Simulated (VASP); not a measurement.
A run of VASP 6.6.1 is set up as follows.

INCAR

```
ALGO     = Normal         # electronic algorithm
EDIFF    = 1E-6           # SCF threshold, eV
ENCUT    = 520            # plane-wave cutoff, eV
GGA      = PS             # functional
ISIF     = 2              # what is computed and relaxed
ISMEAR   = -1             # smearing method
LASPH    = T              # aspherical terms in the spheres
LCHARG   = F              # write CHGCAR
LREAL    = F              # projectors in reciprocal space
LWAVE    = F              # write WAVECAR
NBANDS   = 16             # bands
NELM     = 100            # most SCF steps
PREC     = Accurate       # precision mode
SIGMA    = 0.05           # smearing width, eV
```

Contents of KPOINTS:

```
k-points
0
Gamma
  11 11 10
```

The input POSCAR:

```
WC
1.0
    2.9065000000      0.0000000000      0.0000000000
   -1.4532500000      2.5171000000      0.0000000000
    0.0000000000      0.0000000000      2.8366000000
W C
1 1
Direct
    0.0000000000      0.0000000000      0.0000000000
    0.6666666667      0.3333333333      0.5000000000
```

Potentials or basis: VASP PAW PBE potentials, release 64 (W_sv, C).

Run with:

```bash
$ cat potpaw_PBE.64/W_sv/POTCAR potpaw_PBE.64/C/POTCAR > POTCAR
$ mpirun -np 1 vasp_std > vasp.out
```

Q: What does it give for the pressure?

A: -2.2 GPa.

Q: Estimate the band gap on the k mesh.

A: Zero (band 9 reaches 11.59 eV, above the bottom of band 10 at 10.33 eV).

Stress tensor (GPa, compression positive):
```
-1.99  0.00  0.00
 0.00 -1.99  0.00
 0.00  0.00 -2.66
```

Caveat: the PAW data sets were made with another functional, which shifts forces and pressure a little; spin-orbit coupling is left out, which moves the levels of the heavy elements.
